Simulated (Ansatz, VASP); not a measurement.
Si2Ni in VASP and in Ansatz

INCAR

```
SYSTEM = Si2Ni
PREC = Accurate
ENCUT = 520
EDIFF = 1E-7
ISMEAR = 0
SIGMA = 0.05
LREAL = .False.
LASPH = .True.
NELM = 150
ALGO = Normal
ISIF = 2
LWAVE = .False.
LCHARG = .False.
ISPIN = 2
MAGMOM = 0 0 0.05
LORBIT = 11
LMAXMIX = 4
NBANDS = 20
```

The input KPOINTS:

```
Automatic mesh
0
Gamma
  12 12 12
  0 0 0
```

File POSCAR:

```
Si2Ni
1.0
    0.0000000000      2.7216542978      2.7216542978
    2.7216542978      0.0000000000      2.7216542978
    2.7216542978      2.7216542978      0.0000000000
Si Ni
2 1
Direct
    0.2500000000      0.2500000000      0.2500000000
    0.7500000000      0.7500000000      0.7500000000
    0.0000000000      0.0000000000      0.0000000000
```

Input for Ansatz:

```yaml
crystal:
  lattice:
    - [0.0, 2.7216542978, 2.7216542978]
    - [2.7216542978, 0.0, 2.7216542978]
    - [2.7216542978, 2.7216542978, 0.0]
  atoms:
    - { symbol: Si, position: [0.25, 0.25, 0.25] }
    - { symbol: Si, position: [0.75, 0.75, 0.75] }
    - { symbol: Ni, position: [0.0, 0.0, 0.0], spin: 0.05 }
basis:
  ecutwfc: 420
  ecutrho_ratio: 4
kpoints:
  mp_grid: { grid: [12, 12, 12] }
hamiltonian:
  xc: lda
scf:
  occupations: { method: gaussian, width: 0.05 }
  lower_state_search: "off"
output:
  forces: true
  stress: true
  eigenvalues: true
  populations: true
magnetization:
  spin_polarized: true
checkpoint:
  read: start.run
  write: ck
  compress: false
  write_wavefunctions: false
  write_every: 100000
```

Alike in both runs: task single point; functional LDA; k mesh 12 × 12 × 12; occupations gaussian, width 0.05 eV; collinear spin.

```csv
,VASP,Ansatz
version,VASP 6.6.1,Ansatz 0.2.0
potentials or method,"VASP PAW LDA potentials, release 64 (Si, Ni), cutoff 520 eV","scalar-relativistic, plane waves, PAW"
valence electrons in the cell,18,26
```

|  | VASP | Ansatz | Ansatz less VASP |
| --- | --- | --- | --- |
| gap on the k mesh at the Fermi level (eV) | none | none | - |
| pressure (GPa) | -7.7 | -7.8 | -0.15 |
| net moment per atom (μB) | 0.00 | 0.00 | 0.000 |

LDA's correlation is that of Perdew and Zunger in VASP and of Perdew and Wang (1992) in Ansatz. A gap of «none» marks a metal or a gap that the smearing closes. VASP's potentials hold 18 valence electrons a cell and Ansatz's 26, so a difference there can come from the potentials and not from the codes. Ansatz's warnings: seeded moment not kept.
